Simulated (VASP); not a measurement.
# GaOs12 in VASP: single point with PBE+D3(BJ)

Aim: the single point of GaOs12 with PBE+D3(BJ).

All numbers are computed with VASP 6.6.1; they aren't measurements. Logs are shortened: lines on timing, memory, paths and dates and some standing lists are left out, and cuts for length are marked.

### 1 The cell of the first run

The cell holds a slab with vacuum, 13 atoms: a = 5.480 Å, b = 5.480 Å, c = 16.326 Å, α = 90.00°, β = 90.00°, γ = 60.00°.

### 2 Single point, PBE+D3(BJ)

INCAR

```
PREC = Accurate
ENCUT = 520
EDIFF = 1E-6
ISMEAR = -1
SIGMA = 0.1
LREAL = F
LASPH = T
NELM = 60
ALGO = Normal
ISIF = 2
LWAVE = F
LCHARG = T
GGA = PE
IVDW = 12
LELF = T
LVHAR = T
NBANDS = 66
```

KPOINTS

```
regular mesh
0
Gamma
  4 4 1
```

POSCAR

```
GaOs12
1.0
    5.4800000000      0.0000000000      0.0000000000
    2.7400000000      4.7458190000      0.0000000000
    0.0000000000      0.0000000000     16.3264600000
Os Ga
12 1
Direct
    0.0000000000      0.0000000000      0.0612502649
    0.5000000000      0.0000000000      0.0612502649
   -0.0000000527      0.5000001054      0.0612502649
    0.4999999473      0.5000001054      0.0612502649
   -0.1655577725      0.3326648151      0.1892059271
    0.3328934918      0.3326622865      0.1892058658
   -0.1651929440      0.8303833332      0.1889123545
    0.3339714144      0.8320568062      0.1892712198
   -0.0079673343     -0.0041583971      0.3186760633
    0.5121251426     -0.0041605042      0.3186761245
   -0.0014664504      0.5029281563      0.3189663283
    0.5018557425      0.4962877851      0.3173364587
    0.2009446180      1.0981093042      0.4458132994
```

Potentials or basis: VASP PAW PBE potentials, release 64 (Os, Ga_d).

On the command line:

```sh
cat potpaw_PBE.64/Os/POTCAR potpaw_PBE.64/Ga_d/POTCAR > POTCAR
mpirun -np 1 vasp_std > vasp.out
```

OUTCAR:

```text
PREC = Accurate
   ENCUT = 520
   EDIFF = 1E-6
   ISMEAR = -1
   LREAL = F
   LASPH = T
   NELM = 60
   ISIF = 2
   GGA = PE
   IVDW = 12
 IVDW          = 12

 ion  position               nearest neighbor table
   1  0.000  0.000  0.061-   5 2.62   7 2.62   8 2.62   4 2.74   3 2.74   2 2.74   2 2.74   3 2.74
                             4 2.74
   2  0.500  0.000  0.061-   6 2.62   7 2.62   8 2.62   3 2.74   4 2.74   1 2.74   1 2.74   4 2.74
                             3 2.74
   3  1.000  0.500  0.061-   7 2.61   5 2.62   6 2.62   2 2.74   1 2.74   4 2.74   4 2.74   1 2.74
                             2 2.74
   4  0.500  0.500  0.061-   8 2.62   5 2.62   6 2.62   1 2.74   2 2.74   3 2.74   3 2.74   2 2.74
                             1 2.74
   5  0.834  0.333  0.189-   1 2.62   3 2.62  12 2.62   4 2.62  11 2.65   9 2.65   7 2.73   6 2.73
                             8 2.74   8 2.74   6 2.75   7 2.75
   6  0.333  0.333  0.189-   2 2.62   3 2.62  12 2.62   4 2.62  11 2.65  10 2.65   7 2.73   5 2.73
                             8 2.74   8 2.74   5 2.75   7 2.75
   7  0.835  0.830  0.189-   3 2.61  10 2.61   9 2.61   2 2.62   1 2.62  11 2.63   5 2.73   6 2.73
                             8 2.74   8 2.74   6 2.75   5 2.75
   8  0.334  0.832  0.189-   4 2.62   1 2.62   2 2.62  12 2.63  10 2.66   9 2.66   5 2.74   6 2.74
                             7 2.74   7 2.74   6 2.74   5 2.74
   9  0.992  0.996  0.319-  13 2.56   7 2.61  10 2.63   5 2.65   8 2.66  11 2.68  12 2.71  12 2.77
                            11 2.80  10 2.85
  10  0.512  0.996  0.319-  13 2.56   7 2.61   9 2.63   6 2.65   8 2.66  11 2.68  12 2.71  12 2.77
                            11 2.80   9 2.85
  11  0.999  0.503  0.319-   7 2.63   5 2.65   6 2.65  10 2.68   9 2.68  12 2.74  12 2.74   9 2.80
                            10 2.80  13 2.82
  12  0.502  0.496  0.317-   5 2.62   6 2.62   8 2.63   9 2.71  10 2.71  11 2.74  11 2.74  10 2.77
                             9 2.77
  13  0.201  0.098  0.446-   9 2.56  10 2.56  11 2.82

  LATTYP: Found a hexagonal cell.
 ALAT       =     5.4799998158
 C/A-ratio  =     2.9792811221

  Lattice vectors:

 A1 = (  -2.7400000000,  -4.7458190000,   0.0000000000)
 A2 = (   5.4800000000,   0.0000000000,   0.0000000000)
 A3 = (   0.0000000000,   0.0000000000,  16.3264600000)

Analysis of symmetry for initial positions (statically):
=====================================================================
 Subroutine PRICEL returns:
 Original cell was already a primitive cell.

 Routine SETGRP: Setting up the symmetry group for a
 hexagonal supercell.

 Subroutine GETGRP returns: Found  2 space group operations
 (whereof  1 operations were pure point group operations)
 out of a pool of 24 trial point group operations.

The static configuration has the point symmetry C_1 .
 The point group associated with its full space group is C_1h.

Analysis of symmetry for dynamics (positions and initial velocities):
=====================================================================
 Subroutine PRICEL returns:
 Original cell was already a primitive cell.

 Routine SETGRP: Setting up the symmetry group for a
 hexagonal supercell.

 Subroutine GETGRP returns: Found  2 space group operations
 (whereof  1 operations were pure point group operations)
 out of a pool of 24 trial point group operations.

The dynamic configuration has the point symmetry C_1 .
 The point group associated with its full space group is C_1h.

 Subroutine INISYM returns: Found  2 space group operations
 (whereof  1 operations are pure point group operations),
 and found     1 'primitive' translations

----------------------------------------------------------------------------------------

                                     Primitive cell

  volume of cell :     424.6037

  direct lattice vectors                    reciprocal lattice vectors
     5.480000000  0.000000000  0.000000000     0.182481752 -0.105355893  0.000000000
     2.740000000  4.745819000  0.000000000     0.000000000  0.210711787  0.000000000
     0.000000000  0.000000000 16.326460000     0.000000000  0.000000000  0.061250265

  length of vectors
     5.480000000  5.479999816 16.326460000     0.210711779  0.210711787  0.061250265

  position of ions in fractional coordinates (direct lattice)
     0.000000000  0.000000000  0.061250265
     0.500000000  0.000000000  0.061250265
     0.999999947  0.500000105  0.061250265
     0.499999947  0.500000105  0.061250265
     0.834442227  0.332664815  0.189205927
     0.332893492  0.332662287  0.189205866
     0.834807056  0.830383333  0.188912354
     0.333971414  0.832056806  0.189271220
     0.992032666  0.995841603  0.318676063
     0.512125143  0.995839496  0.318676125
     0.998533550  0.502928156  0.318966328
     0.501855742  0.496287785  0.317336459
     0.200944618  0.098109304  0.445813299

  ion indices of the primitive-cell ions
   primitive index   ion index
                 1           1
                 2           2
                 3           3
                 4           4
                 5           5
                 6           6
                 7           7
                 8           8
                 9           9
                10          10
                11          11
                12          12
                13          13

----------------------------------------------------------------------------------------

 KPOINTS: regular mesh

Automatic generation of k-mesh.
 Grid dimensions read from file:
 generate k-points for:    4    4    1

 Generating k-lattice:

  Cartesian coordinates                     Fractional coordinates (reciprocal lattice)
     0.045620438 -0.026338973  0.000000000     0.250000000  0.000000000  0.000000000
     0.000000000  0.052677947  0.000000000     0.000000000  0.250000000  0.000000000
     0.000000000  0.000000000  0.061250265     0.000000000  0.000000000  1.000000000

  Length of vectors
     0.052677945  0.052677947  0.061250265

  Shift w.r.t. Gamma in fractional coordinates (k-lattice)
     0.000000000  0.000000000  0.000000000

 Subroutine IBZKPT returns following result:
 ===========================================

 Found      7 irreducible k-points:

 Following reciprocal coordinates:
            Coordinates               Weight
  0.000000  0.000000  0.000000      1.000000
  0.250000  0.000000  0.000000      4.000000
  0.000000  0.250000  0.000000      2.000000
  0.500000  0.000000  0.000000      2.000000
  0.000000  0.500000  0.000000      1.000000
  0.500000  0.250000  0.000000      2.000000
  0.250000  0.500000  0.000000      4.000000
   k-points           NKPTS =      7   k-points in BZ     NKDIM =      7   number of bands    NBANDS=     66
   number of dos      NEDOS =    301   number of ions     NIONS =     13
   total plane-waves  NPLWV = 222264
   dimension x,y,z NGX =    42 NGY =   42 NGZ =  126
   dimension x,y,z NGXF=    84 NGYF=   84 NGZF=  252
   ions per type =              12   1
   NGX,Y,Z   is equivalent  to a cutoff of  12.74, 12.74, 12.83 a.u.
   NGXF,Y,Z  is equivalent  to a cutoff of  25.48, 25.48, 25.66 a.u.
 SYSTEM =  unknown system
   PREC   = accura    normal or accurate (medium, high low for compatibility)
   ISTART =      0    job   : 0-new  1-cont  2-samecut
   ICHARG =      2    charge: 1-file 2-atom 10-const
   ISPIN  =      1    spin polarized calculation?
   LNONCOLLINEAR =      F non collinear calculations
   LSORBIT =      F    spin-orbit coupling
   LASPH  =      T    aspherical Exc in radial PAW
   ENCUT  =  520.0 eV  38.22 Ry    6.18 a.u.  10.19 10.19 30.36*2*pi/ulx,y,z
   NELM   =     60;   NELMIN=  2; NELMDL= -5     # of ELM steps
   EDIFF  = 0.1E-05   stopping-criterion for ELM
   LREAL  =      F    real-space projection
   EDIFFG = 0.1E-04   stopping-criterion for IOM
   NSW    =      0    number of steps for IOM
   IBRION =     -1    ionic relax: 0-MD 1-quasi-New 2-CG
   NFREE  =      0    steps in history (QN), initial steepest desc. (CG)
   ISIF   =      2    stress and relaxation
   ISYM   =      2    0-nonsym 1-usesym 2-fastsym
   POTIM  = 0.5000    time-step for ionic-motion
   TEBEG  =    0.0;   TEEND  =   0.0 temperature during run
   PSTRESS=    0.0 pullay stress
   NELECT =     109.0000    total number of electrons
   NUPDOWN=      -1.0000    fix difference up-down
   EMIN   =  10.00;   EMAX   =-10.00  energy-range for DOS
   EFERMI =   0.00;   METHOD = LEGACY
   ISMEAR =    -1;   SIGMA  =   0.10  broadening in eV -4-tet -1-fermi 0-gaus
   EFERMI_NEDOS =   21; number of points for ismear=-14 and -15
   IALGO  =     38    algorithm
   IMIX   =      4    mixing-type and parameters
     AMIX     =   0.40;   BMIX     =  1.00
     AMIX_MAG =   1.60;   BMIX_MAG =  1.00
  volume/ion in A,a.u.               =      32.66       220.41
  Fermi-wavevector in a.u.,A,eV,Ry     =   1.040453  1.966171 14.728880  1.082542
  Thomas-Fermi vector in A             =   2.175029
   LORBIT       =      0    0 simple, 1 ext, 2 COOP (PROOUT), +10 PAW based schemes
   GGA     = PE    functional components
   LHFCALC =     F    Hartree Fock is set to
   AEXX    =    0.0000 exact exchange contribution
   IVDW    =    12    specifies the selected vdW correction
   LEPSILON=     F    determine dielectric tensor
   LRPA    =     F    only Hartree local field effects (RPA)
 non-spin polarized calculation
  energy-cutoff  :      520.00
  volume of cell :      424.60
 maximum number of plane-waves:     11444
 NGX is ok and might be reduce to    42
   NGX = 21   NGY = 21   NGZ = 61

 number of electron     109.0000011 magnetization

 Free energy of the ion-electron system (eV)
  ---------------------------------------------------
  ext. energy  EPLUGINS =         0.00000000
  ---------------------------------------------------
  free energy    TOTEN  =      -129.53549326 eV

  energy without entropy =     -129.20494320  energy(sigma->0) =     -129.37021823

 E-fermi :   1.2685     XC(G=0):  -7.3344

 val. band max:        1.2055757610   @ k =   0.0000   0.0000   0.0000
 cond. band min:       1.2714430749   @ k =   0.5000   0.0000   0.0000
 fundamental gap:      0.0658673139
 Fermi energy:         1.2685180355

 k-point     1 :       0.0000    0.0000    0.0000
  band No.  band energies     occupation
      1     -13.2703      2.00000
      2     -13.2661      2.00000
      3     -13.2503      2.00000
      4     -13.2222      2.00000
      5     -13.2216      2.00000
      6      -8.8831      2.00000
[... 58 lines left out ...]
     65       3.2360      0.00000
     66       3.4145      0.00000

 k-point     2 :       0.2500    0.0000    0.0000
  band No.  band energies     occupation
      1     -13.2696      2.00000
      2     -13.2665      2.00000
      3     -13.2498      2.00000
      4     -13.2221      2.00000
      5     -13.2210      2.00000
      6      -8.2886      2.00000
[... 58 lines left out ...]
     65       2.9174      0.00000
     66       3.0157      0.00000

 k-point     3 :       0.0000    0.2500    0.0000
  band No.  band energies     occupation
      1     -13.2702      2.00000
      2     -13.2660      2.00000
      3     -13.2497      2.00000
      4     -13.2218      2.00000
      5     -13.2215      2.00000
      6      -8.2910      2.00000
[... 265 lines left out ...]
     65       2.5029      0.00001
     66       2.6304      0.00000

 k-point     7 :       0.2500    0.5000    0.0000
  band No.  band energies     occupation
      1     -13.2696      2.00000
      2     -13.2664      2.00000
      3     -13.2493      2.00000
      4     -13.2218      2.00000
      5     -13.2210      2.00000
      6      -7.2537      2.00000
[... 58 lines left out ...]
     65       2.5406      0.00001
     66       2.6413      0.00000

------------------------ aborting loop because EDIFF is reached ----------------------------------------

 Edisp (eV)   -5.40980

 E8    (eV) :    -2.7607

  FORCE on cell =-STRESS in cart. coord.  units (eV):
  Direction    XX          YY          ZZ          XY          YZ          ZX
  --------------------------------------------------------------------------------------
  -------------------------------------------------------------------------------------
  Total     -11.85749   -13.41338    -0.39247     0.00000     0.62692     0.00000
  in kB     -44.74243   -50.61336    -1.48094     0.00000     2.36559     0.00000
  external pressure =      -32.28 kB  Pullay stress =        0.00 kB

 VOLUME and BASIS-vectors are now :
 -----------------------------------------------------------------------------
  energy-cutoff  :      520.00
  volume of cell :      424.60
      direct lattice vectors                 reciprocal lattice vectors
     5.480000000  0.000000000  0.000000000     0.182481752 -0.105355893  0.000000000
     2.740000000  4.745819000  0.000000000     0.000000000  0.210711787  0.000000000
     0.000000000  0.000000000 16.326460000     0.000000000  0.000000000  0.061250265

 POSITION                                       TOTAL-FORCE (eV/Angst)
 -----------------------------------------------------------------------------------
      0.00000      0.00000      1.00000         0.067665      0.014768      0.075025
      2.74000      0.00000      1.00000        -0.067665      0.014768      0.075025
      6.85000      2.37291      1.00000        -0.000000     -0.074940     -0.044094
      4.11000      2.37291      1.00000         0.000000     -0.034295     -0.075160
      5.48425      1.57877      3.08906         0.001502      0.002538     -0.015886
      2.73575      1.57875      3.08906        -0.001502      0.002538     -0.015886
      6.84999      3.94085      3.08427        -0.000000     -0.005745     -0.016061
      4.11000      3.94879      3.09013        -0.000000     -0.011616     -0.001736
      8.16494      4.72608      5.20285        -0.025005     -0.040755     -0.001274
      5.53505      4.72607      5.20285         0.025005     -0.040755     -0.001274
      6.84999      2.38681      5.20759         0.000000      0.028768      0.022970
      4.11000      2.35529      5.18098        -0.000000      0.017602      0.005991
      1.37000      0.46561      7.27855         0.000000      0.127123     -0.007638
 -----------------------------------------------------------------------------------
    total drift:                               -0.000279     -0.000108      0.000264

  FREE ENERGIE OF THE ION-ELECTRON SYSTEM (eV)
  ---------------------------------------------------
  free  energy   TOTEN  =      -134.9452900386 eV

  energy  without entropy=     -134.6147399835  energy(sigma->0) =     -134.78001501
```

Run time: 9.8 min. Hardware: 1 thread of AMD EPYC 7R13 (Zen 3), shared host; peak memory 0.54 GiB.

Results:

| Item | Value |
| --- | --- |
| Free energy | -134.9453 eV |
| Largest force | 0.127 eV/Å |
| Band gap on the k mesh | zero (an odd number of electrons rules out a gap without spin polarisation) |
| Dispersion energy per atom | -0.416 eV |

Forces in eV/Å, atoms in the order of the input:
```
Os   0.068  0.015  0.075
Os  -0.068  0.015  0.075
Os   0.000 -0.075 -0.044
Os   0.000 -0.034 -0.075
Os   0.002  0.003 -0.016
Os  -0.002  0.003 -0.016
Os   0.000 -0.006 -0.016
Os   0.000 -0.012 -0.002
Os  -0.025 -0.041 -0.001
Os   0.025 -0.041 -0.001
Os   0.000  0.029  0.023
Os   0.000  0.018  0.006
Ga   0.000  0.127 -0.008
```

Caveat: there is no dipole correction, which matters where the two faces differ; spin-orbit coupling is left out, which moves the levels of the heavy elements.

The gap in the log of VASP goes by the Fermi energy; the results here count the filled bands.